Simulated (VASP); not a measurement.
Input of a VASP 6.6.1 run:

The input INCAR:

```
ALGO = Normal ; EDIFF = 1E-6
ENCUT = 520 ; GGA = PE
ISIF = 2 ; ISMEAR = 0
LASPH = T ; LCHARG = F
LREAL = F ; LWAVE = F
NBANDS = 16 ; NELM = 60
PREC = Accurate ; SIGMA = 0.01
```

Contents of KPOINTS:

```
k-points
0
Gamma
  6 6 6
```

File POSCAR:

```
CdSe
1.0
    0.0000000000      3.0287747782      3.0287747782
    3.0287747782      0.0000000000      3.0287747782
    3.0287747782      3.0287747782      0.0000000000
Cd Se
1 1
Direct
    0.0000000000      0.0000000000      0.0000000000
    0.7500000000      0.7500000000      0.7500000000
```

Potentials or basis: VASP PAW PBE potentials, release 64 (Cd, Se).

The run is started by

```sh
$ cat potpaw_PBE.64/Cd/POTCAR potpaw_PBE.64/Se/POTCAR > POTCAR
$ mpirun -np 1 vasp_std > vasp.out
```

(1) Predict the band gap on the k mesh.

(2) Predict the pressure.

Answers

(1) 0.63 eV, direct.

(2) 3.9 GPa.
